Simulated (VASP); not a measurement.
**Te: single point with PBEsol**

Te:

```
CELL_PARAMETERS angstrom
3.29927 0.00000 0.00000
-1.64964 2.85725 0.00000
0.00000 0.00000 3.08275
ATOMIC_POSITIONS crystal
Te 0.00000 0.00000 0.00000
```

```yaml
Program: VASP 6.6.1
Task: single point
Functional: PBEsol
Potentials_or_basis: VASP PAW PBE potentials, release 64 (Te)
Cutoff: 520 eV
k_mesh: 6 × 6 × 6
Occupations: gaussian, width 0.1 eV
Spin: no spin polarisation
Dipole_correction: no
Further_INCAR_settings: ALGO = Normal; EDIFF = 1e-06; NBANDS = 9
```

```json
{
 "Pressure": "0.3 GPa",
 "Band gap on the k mesh": "zero (band 3 reaches 11.52 eV, above the bottom of band 4 at 4.72 eV)"
}
```

Stress tensor (GPa, compression positive):
```
0.26 0.00 0.00
0.00 0.26 0.00
0.00 0.00 0.42
```

Levels at points of the mesh, in eV from the Fermi level:
```tsv
k point	band 1	band 2	band 3	band 4	band 5	band 6	band 7	band 8
(0.00, 0.00, 0.00)	-14.18	1.60	2.23	2.23	6.19	7.93	9.29	9.29
(0.50, 0.00, 0.00)	-11.60	-6.32	-0.20	3.65	4.70	9.79	10.96	11.28
(0.00, 0.00, 0.50)	-12.07	-6.64	3.86	3.86	10.41	11.28	11.32	11.32
(0.50, 0.00, 0.50)	-9.38	-4.47	-4.39	1.47	2.02	7.28	9.21	9.42
```

Run time: 2.9 s on 1 thread of Intel(R) Xeon(R) 6975P-C (Granite Rapids), on a shared host, peak memory 0.14 GiB.

Caveat: the k points lie up to 0.37 Å⁻¹ apart; the PAW data sets were made with another functional, which shifts forces and pressure a little; spin-orbit coupling is left out, which moves the levels of the heavy elements.
